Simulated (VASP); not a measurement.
# Al4Ga4As7 in VASP: single point with r2SCAN

Aim: the single point of Al4Ga4As7 with r2SCAN.

All numbers are computed with VASP 6.6.1; they aren't measurements. Logs are shortened: lines on timing, memory, paths and dates and some standing lists are left out, and cuts for length are marked.

### 1 The cell of the first run

The typed cell holds 15 atoms: a = 8.038 Å, b = 7.970 Å, c = 7.970 Å, α = 59.63°, β = 59.84°, γ = 59.84°.

### 2 Single point, r2SCAN (atoms taken out, then relaxed in part)

POSCAR reads:

```
Al4Ga4As7
1.0
   -4.0259870647      2.3243995632     -6.5569589228
    3.9580854629      2.2902821531     -6.5269595845
   -0.0044027307     -4.5729946108     -6.5269779277
Al Ga As
4 4 7
Direct
    0.5050104440      0.0010151231      0.4904378775
    1.0012209636      0.4904796627      0.4905856759
    0.5050097866      0.4903369867      0.0011043447
    0.0134539085      0.0157311732      0.0158130561
    0.9879129545      0.5548454677      0.9708253512
    0.4602983048      0.0140399905      0.0141209983
    0.9879381797      0.9707831313      0.5548327725
    0.5215978476      0.4898056850      0.4899020840
    0.3734950246      0.8668523509      0.3827861284
    0.8917433419      0.3592366047      0.3592887318
    0.3734762377      0.3827063000      0.8669441930
    0.8766270646      0.3829235795      0.8668531946
    0.3799590602      0.8694322006      0.8695284592
    0.8766269035      0.8667556108      0.3830053648
    0.3758567495      0.3746051297      0.3746939617
```

INCAR.step1 reads:

```
SYSTEM = Al4Ga4As7
ALGO = Normal
EDIFF = 1E-4
ENCUT = 520
GGA = PE
ISMEAR = 0
ISYM = 0
LASPH = .TRUE.
LCHARG = .FALSE.
LREAL = Auto
LWAVE = .TRUE.
NBANDS = 62
NELM = 100
PREC = Accurate
SIGMA = 0.1
```

INCAR.step2 reads:

```
SYSTEM = Al4Ga4As7
ALGO = Normal
EDIFF = 1E-6
ENCUT = 520
ISIF = 2
ISMEAR = 0
ISTART = 1
ISYM = 0
LASPH = .TRUE.
LCHARG = .FALSE.
LMIXTAU = .TRUE.
LREAL = Auto
LWAVE = .FALSE.
METAGGA = R2SCAN
NBANDS = 62
NELM = 100
PREC = Accurate
SIGMA = 0.1
```

KPOINTS reads:

```
k-points
0
G
  3 3 3
  0 0 0
```

Potentials or basis: VASP PAW PBE potentials, release 64 (Al, Ga_d, As).

Launch:

```bash
$ cat potpaw_PBE.64/Al/POTCAR potpaw_PBE.64/Ga_d/POTCAR potpaw_PBE.64/As/POTCAR > POTCAR
$ cp INCAR.step1 INCAR
$ mpirun -np 1 vasp_std > vasp.out
$ cp INCAR.step2 INCAR
$ mpirun -np 1 vasp_std > vasp.out
```

OUTCAR:

```text
SYSTEM = Al4Ga4As7
   EDIFF = 1E-6
   ENCUT = 520
   ISIF = 2
   ISMEAR = 0
   ISTART = 1
   ISYM = 0
   LASPH = .TRUE.
   LREAL = Auto
   METAGGA = R2SCAN
   NELM = 100
   PREC = Accurate

 ion  position               nearest neighbor table
   1  0.505  0.001  0.490-  15 2.42  14 2.44   9 2.44  13 2.46
   2  0.001  0.490  0.491-  10 2.43  12 2.44  14 2.44  15 2.46
   3  0.505  0.490  0.001-  15 2.42  12 2.44  11 2.44  13 2.46
   4  0.013  0.016  0.016-  12 2.40  14 2.40  13 2.42
   5  0.988  0.555  0.971-  11 2.54  12 2.55  10 2.56
   6  0.460  0.014  0.014-  11 2.40   9 2.40  13 2.43
   7  0.988  0.971  0.555-   9 2.54  14 2.55  10 2.56
   8  0.522  0.490  0.490-  10 2.43  11 2.45   9 2.45  15 2.46
   9  0.373  0.867  0.383-   6 2.40   1 2.44   8 2.45   7 2.54
  10  0.892  0.359  0.359-   8 2.43   2 2.43   7 2.56   5 2.56
  11  0.373  0.383  0.867-   6 2.40   3 2.44   8 2.45   5 2.54
  12  0.877  0.383  0.867-   4 2.40   3 2.44   2 2.44   5 2.55
  13  0.380  0.869  0.870-   4 2.42   6 2.43   1 2.46   3 2.46
  14  0.877  0.867  0.383-   4 2.40   1 2.44   2 2.44   7 2.55
  15  0.376  0.375  0.375-   1 2.42   3 2.42   2 2.46   8 2.46

IMPORTANT INFORMATION: All symmetrisations will be switched off!
NOSYMM: (Re-)initialisation of all symmetry stuff for point group C_1.

----------------------------------------------------------------------------------------

                                     Primitive cell

  volume of cell :     359.0826

  direct lattice vectors                    reciprocal lattice vectors
    -4.025987065  2.324399563 -6.556958923    -0.124752291  0.072025422 -0.050378999
     3.958085463  2.290282153 -6.526959585     0.125754485  0.073099234 -0.051300322
    -0.004402731 -4.572994611 -6.526977928    -0.000428804 -0.145455292 -0.051299675

  length of vectors
     8.037730743  7.969506527  7.969550801     0.152606812  0.154238166  0.154237099

  position of ions in fractional coordinates (direct lattice)
     0.505010444  0.001015123  0.490437877
     0.001220964  0.490479663  0.490585676
     0.505009787  0.490336987  0.001104345
     0.013453908  0.015731173  0.015813056
     0.987912954  0.554845468  0.970825351
     0.460298305  0.014039991  0.014120998
     0.987938180  0.970783131  0.554832772
     0.521597848  0.489805685  0.489902084
     0.373495025  0.866852351  0.382786128
     0.891743342  0.359236605  0.359288732
     0.373476238  0.382706300  0.866944193
     0.876627065  0.382923580  0.866853195
     0.379959060  0.869432201  0.869528459
     0.876626903  0.866755611  0.383005365
     0.375856750  0.374605130  0.374693962

  ion indices of the primitive-cell ions
   primitive index   ion index
                 1           1
                 2           2
                 3           3
                 4           4
                 5           5
                 6           6
                 7           7
                 8           8
                 9           9
                10          10
                11          11
                12          12
                13          13
                14          14
                15          15

----------------------------------------------------------------------------------------

 KPOINTS: k-points

Automatic generation of k-mesh.
 Grid dimensions read from file:
 generate k-points for:    3    3    3

 Generating k-lattice:

  Cartesian coordinates                     Fractional coordinates (reciprocal lattice)
    -0.041584097  0.024008474 -0.016793000     0.333333333  0.000000000  0.000000000
     0.041918162  0.024366411 -0.017100107     0.000000000  0.333333333  0.000000000
    -0.000142935 -0.048485097 -0.017099892    -0.000000000 -0.000000000  0.333333333

  Length of vectors
     0.050868937  0.051412722  0.051412366

  Shift w.r.t. Gamma in fractional coordinates (k-lattice)
     0.000000000  0.000000000  0.000000000

 Subroutine IBZKPT returns following result:
 ===========================================

 Found     14 irreducible k-points:

 Following reciprocal coordinates:
            Coordinates               Weight
  0.000000  0.000000  0.000000      1.000000
  0.333333 -0.000000 -0.000000      2.000000
  0.000000  0.333333  0.000000      2.000000
 -0.000000 -0.000000 -0.333333      2.000000
  0.333333  0.333333  0.000000      2.000000
 -0.333333  0.000000 -0.333333      2.000000
 -0.333333  0.333333  0.000000      2.000000
  0.333333 -0.000000 -0.333333      2.000000
 -0.000000  0.333333  0.333333      2.000000
  0.333333  0.333333  0.333333      2.000000
 -0.333333  0.333333  0.333333      2.000000
  0.000000 -0.333333  0.333333      2.000000
  0.333333 -0.333333  0.333333      2.000000
 -0.333333 -0.333333  0.333333      2.000000
   k-points           NKPTS =     14   k-points in BZ     NKDIM =     14   number of bands    NBANDS=     62
   number of dos      NEDOS =    301   number of ions     NIONS =     15
   total plane-waves  NPLWV = 216000
   dimension x,y,z NGX =    60 NGY =   60 NGZ =   60
   dimension x,y,z NGXF=   120 NGYF=  120 NGZF=  120
   ions per type =               4   4   7
   NGX,Y,Z   is equivalent  to a cutoff of  12.41, 12.52, 12.52 a.u.
   NGXF,Y,Z  is equivalent  to a cutoff of  24.82, 25.03, 25.03 a.u.
 SYSTEM =  Al4Ga4As7
   PREC   = accura    normal or accurate (medium, high low for compatibility)
   ISTART =      1    job   : 0-new  1-cont  2-samecut
   ICHARG =      0    charge: 1-file 2-atom 10-const
   ISPIN  =      1    spin polarized calculation?
   LNONCOLLINEAR =      F non collinear calculations
   LSORBIT =      F    spin-orbit coupling
   LASPH  =      T    aspherical Exc in radial PAW
   ENCUT  =  520.0 eV  38.22 Ry    6.18 a.u.  14.94 14.82 14.82*2*pi/ulx,y,z
   NELM   =    100;   NELMIN=  2; NELMDL=  0     # of ELM steps
   EDIFF  = 0.1E-05   stopping-criterion for ELM
   LREAL  =      T    real-space projection
   EDIFFG = 0.1E-04   stopping-criterion for IOM
   NSW    =      0    number of steps for IOM
   IBRION =     -1    ionic relax: 0-MD 1-quasi-New 2-CG
   NFREE  =      0    steps in history (QN), initial steepest desc. (CG)
   ISIF   =      2    stress and relaxation
   ISYM   =      0    0-nonsym 1-usesym 2-fastsym
   POTIM  = 0.5000    time-step for ionic-motion
   TEBEG  =    0.0;   TEEND  =   0.0 temperature during run
   PSTRESS=    0.0 pullay stress
   NELECT =      99.0000    total number of electrons
   NUPDOWN=      -1.0000    fix difference up-down
   EMIN   =  10.00;   EMAX   =-10.00  energy-range for DOS
   EFERMI =   0.00;   METHOD = LEGACY
   ISMEAR =     0;   SIGMA  =   0.10  broadening in eV -4-tet -1-fermi 0-gaus
   EFERMI_NEDOS =   21; number of points for ismear=-14 and -15
   IALGO  =     38    algorithm
   IMIX   =      4    mixing-type and parameters
     AMIX     =   0.40;   BMIX     =  1.00
     AMIX_MAG =   1.60;   BMIX_MAG =  1.00
  volume/ion in A,a.u.               =      23.94       161.55
  Fermi-wavevector in a.u.,A,eV,Ry     =   1.065504  2.013511 15.446680  1.135299
  Thomas-Fermi vector in A             =   2.201058
   LORBIT       =      0    0 simple, 1 ext, 2 COOP (PROOUT), +10 PAW based schemes
   METAGGA = R2SCAN    functional components
   LHFCALC =     F    Hartree Fock is set to
   AEXX    =    0.0000 exact exchange contribution
   IVDW    =     0    specifies the selected vdW correction
   LEPSILON=     F    determine dielectric tensor
   LRPA    =     F    only Hartree local field effects (RPA)
 non-spin polarized calculation
 Gauss-broadening in eV      SIGMA  =   0.10
  energy-cutoff  :      520.00
  volume of cell :      359.08
 maximum number of plane-waves:      9691
   NGX = 29   NGY = 29   NGZ = 29

 number of electron      99.0000003 magnetization

 Free energy of the ion-electron system (eV)
  ---------------------------------------------------
  ext. energy  EPLUGINS =         0.00000000
  ---------------------------------------------------
  free energy    TOTEN  =      -180.73982751 eV

  energy without entropy =     -180.73514237  energy(sigma->0) =     -180.73748494

 E-fermi :   3.8947     XC(G=0):  -9.6055

 val. band max:        3.8146838319   @ k =  -0.0000  -0.0000  -0.3333
 cond. band min:       4.0815160243   @ k =  -0.3333   0.0000  -0.3333
 fundamental gap:      0.2668321924
 Fermi energy:         3.8946821798

 k-point     1 :       0.0000    0.0000    0.0000
  band No.  band energies     occupation
      1     -12.0217      2.00000
      2     -12.0067      2.00000
      3     -12.0004      2.00000
      4     -11.9233      2.00000
      5     -11.9219      2.00000
      6     -11.7229      2.00000
[... 53 lines left out ...]
     60       6.9500      0.00000
     61       7.0315      0.00000

 k-point     2 :       0.3333   -0.0000   -0.0000
  band No.  band energies     occupation
      1     -12.0219      2.00000
      2     -12.0064      2.00000
      3     -11.9997      2.00000
      4     -11.9233      2.00000
      5     -11.9220      2.00000
      6     -11.7224      2.00000
[... 53 lines left out ...]
     60       7.3238      0.00000
     61       7.5074      0.00000

 k-point     3 :       0.0000    0.3333    0.0000
  band No.  band energies     occupation
      1     -12.0212      2.00000
      2     -12.0067      2.00000
      3     -11.9989      2.00000
      4     -11.9232      2.00000
      5     -11.9217      2.00000
      6     -11.7238      2.00000
[... 693 lines left out ...]
     60       7.8861      0.00000
     61       7.9997      0.00000

 k-point    14 :      -0.3333   -0.3333    0.3333
  band No.  band energies     occupation
      1     -12.0210      2.00000
      2     -12.0070      2.00000
      3     -11.9988      2.00000
      4     -11.9232      2.00000
      5     -11.9217      2.00000
      6     -11.7237      2.00000
[... 53 lines left out ...]
     60       7.8860      0.00000
     61       7.9996      0.00000
 [bands above 61 left out]

------------------------ aborting loop because EDIFF is reached ----------------------------------------

  FORCE on cell =-STRESS in cart. coord.  units (eV):
  Direction    XX          YY          ZZ          XY          YZ          ZX
  --------------------------------------------------------------------------------------
  -------------------------------------------------------------------------------------
  Total        0.0342612      0.0794629      0.1427400      0.0363997      0.0128116     -0.0206131
  in kB        0.1528686      0.3545527      0.6368865      0.1624103      0.0571634     -0.0919730
  external PRESSURE =       0.3814359 kB  Pullay stress =       0.0000000 kB

 VOLUME and BASIS-vectors are now :
 -----------------------------------------------------------------------------
  energy-cutoff  :      520.00
  volume of cell :      359.08
      direct lattice vectors                 reciprocal lattice vectors
    -4.025987065  2.324399563 -6.556958923    -0.124752291  0.072025422 -0.050378999
     3.958085463  2.290282153 -6.526959585     0.125754485  0.073099234 -0.051300322
    -0.004402731 -4.572994611 -6.526977928    -0.000428804 -0.145455292 -0.051299675

 POSITION                                       TOTAL-FORCE (eV/Angst)
 -----------------------------------------------------------------------------------
     -2.03131     -1.06660     -6.51904         0.004835      0.019798      0.012799
      1.93428     -1.11727     -6.41139         0.008570     -0.005424     -0.011785
     -0.09237      2.29180     -6.51895        -0.014745     -0.013077      0.012332
      0.00803     -0.00501     -0.29410        -0.024092      0.013663      0.013657
     -1.78547     -0.87252    -16.43571         0.006243      0.012279     -0.002706
     -1.79765      1.03750     -3.20196        -0.017107      0.009578     -0.003573
     -0.13743      1.98248    -16.43551        -0.007626     -0.011513     -0.002895
     -0.16341      0.09388     -9.81462         0.027831     -0.016198      0.003566
      1.92570      1.10301    -10.60534        -0.002983     -0.012684     -0.034154
     -2.16984      1.25250    -10.53692         0.004973     -0.003478     -0.050274
      0.00736     -2.21992    -10.60530         0.009379      0.009006     -0.035466
     -2.01746     -1.04948    -13.90527         0.013621      0.005414      0.020831
      1.90775     -1.10193    -13.84152        -0.003819      0.002473      0.041104
     -0.10028      2.27126    -13.90515         0.003090     -0.014542      0.019948
     -0.03212      0.01812     -7.35513        -0.008170      0.004704      0.016616
 -----------------------------------------------------------------------------------
    total drift:                               -0.026798      0.014485      0.006813

  FREE ENERGIE OF THE ION-ELECTRON SYSTEM (eV)
  ---------------------------------------------------
  free  energy   TOTEN  =      -180.7398275061 eV

  energy  without entropy=     -180.7351423727  energy(sigma->0) =     -180.73748494
```

Run time: 50 min. Hardware: 1 thread of Intel Xeon 8259CL, shared host; peak memory 0.66 GiB.

What came out:

```
Free energy            : -180.7398 eV
Pressure               : 0.0 GPa
Largest force          : 0.051 eV/Å
Band gap on the k mesh : zero (an odd number of electrons rules out a gap without spin polarisation)
```

Forces on the atoms (eV/Å):
```
Al   0.005  0.020  0.013
Al   0.009 -0.005 -0.012
Al  -0.015 -0.013  0.012
Al  -0.024  0.014  0.014
Ga   0.006  0.012 -0.003
Ga  -0.017  0.010 -0.004
Ga  -0.008 -0.012 -0.003
Ga   0.028 -0.016  0.004
As  -0.003 -0.013 -0.034
As   0.005 -0.003 -0.050
As   0.009  0.009 -0.035
As   0.014  0.005  0.021
As  -0.004  0.002  0.041
As   0.003 -0.015  0.020
As  -0.008  0.005  0.017
```

Levels at points of the mesh, in eV from the Fermi level:
```csv
k point,band 46,band 47,band 48,band 49,band 50,band 51,band 52,band 53
"(0.00, 0.00, 0.00)",-1.52,-1.01,-1.00,-0.90,0.81,1.01,1.14,1.24
```

Caveat: the cell differs from its parent crystal (atoms taken out, then relaxed in part); the PAW data sets were made with another functional, which shifts forces and pressure a little.
